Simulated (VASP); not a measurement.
# TiC: single point with PBEsol

TiC:

```
Ti C
1.0
     0.00000    2.16400    2.16400
     2.16400    0.00000    2.16400
     2.16400    2.16400    0.00000
Ti C
1 1
Direct
  0.00000 0.00000 0.00000
  0.58555 0.45137 0.49647
```

This cell differs from its parent crystal: one atom moved.

| Item | Value |
| --- | --- |
| Program | VASP 6.6.1 |
| Task | single point |
| Functional | PBEsol |
| Potentials or basis | VASP PAW PBE potentials, release 64 (Ti_sv, C) |
| Cutoff | 520 eV |
| k mesh | 14 × 14 × 14 |
| Occupations | gaussian, width 0.1 eV |
| Spin | no spin polarisation |

| Item | Value |
| --- | --- |
| Pressure | 0.0 GPa |
| Largest force | 1.912 eV/Å |
| Band gap on the k mesh | zero (band 8 reaches 9.56 eV, above the bottom of band 9 at 9.36 eV) |

Forces on the atoms (eV/Å):
```
Ti  -0.873  1.604  0.565
C    0.873 -1.604 -0.565
```

Stress tensor (GPa, compression positive):
```
-1.31  2.76  1.42
 2.76  4.79 -2.04
 1.42 -2.04 -3.37
```

Levels at points of the mesh, in eV from the Fermi level:
```tsv
k point	band 5	band 6	band 7	band 8	band 9	band 10	band 11	band 12
(0.00, 0.00, 0.00)	-12.42	-0.43	-0.26	-0.04	0.69	1.26	2.83	3.09
(0.50, 0.00, 0.00)	-8.99	-5.93	-3.10	-3.07	2.82	2.88	4.16	7.72
(0.00, 0.50, 0.00)	-8.96	-5.92	-2.98	-2.81	2.77	2.84	4.05	6.54
(0.00, 0.00, 0.50)	-8.94	-5.92	-2.90	-2.71	2.77	2.80	3.99	6.27
(0.50, 0.50, 0.50)	-8.95	-5.92	-2.94	-2.75	2.77	2.82	4.02	6.38
(0.50, 0.50, 0.00)	-10.08	-3.52	-2.53	-0.42	0.91	3.10	3.44	3.44
(0.00, 0.50, 0.50)	-10.08	-3.49	-2.45	-0.36	0.77	3.05	3.44	3.45
(0.50, 0.00, 0.50)	-10.08	-3.42	-2.17	-0.25	0.40	2.86	3.44	3.45
```

Run time: 2.2 min on 1 thread of Intel(R) Xeon(R) 6975P-C (Granite Rapids), with other jobs on the host, peak memory 0.51 GiB.

Caveat: the cell differs from its parent crystal (one atom moved); the PAW data sets were made with another functional, which shifts forces and pressure a little.
